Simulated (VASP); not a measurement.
Input of a VASP 6.6.1 run:

File INCAR:

```
ALGO = Normal
EDIFF = 1E-6
ENCUT = 600
GGA = PS
GGA_COMPAT = False
ISIF = 2
ISMEAR = 0
LASPH = True
LCHARG = True
LELF = True
LREAL = False
LVHAR = True
LWAVE = False
NBANDS = 16
NELM = 120
PREC = Accurate
SIGMA = 0.15
```

The input KPOINTS:

```
k-points
0
Gamma
  18 18 18
```

File POSCAR:

```
WC
1.0
    0.0000000000      2.1926840000      2.1926840000
    2.1926840000      0.0000000000      2.1926840000
    2.1926840000      2.1926840000      0.0000000000
W C
1 1
Direct
    0.1026139654     -0.1026139654     -0.1026139654
    0.5000000000      0.5000000000      0.5000000000
```

Potentials or basis: VASP PAW PBE potentials, release 64 (W_sv, C).

Launch:

```sh
$ cat potpaw_PBE.64/W_sv/POTCAR potpaw_PBE.64/C/POTCAR > POTCAR
$ mpirun -np 1 vasp_std > vasp.out
```

(1) Estimate the largest force.

(2) Predict the pressure.

(3) What does it give for the band gap on the k mesh?

Answers

(1) 8.254 eV/Å.

(2) 29.2 GPa.

(3) zero (bands 9 and 10 overlap by 3.88 eV).

Caveat: the cell differs from its parent crystal (atom 1 (W) moved by (-0.450, +0.000) A along x and z); the cell stands under pressure; the PAW data sets were made with another functional, which shifts forces and pressure a little; spin-orbit coupling is left out, which moves the levels of the heavy elements.
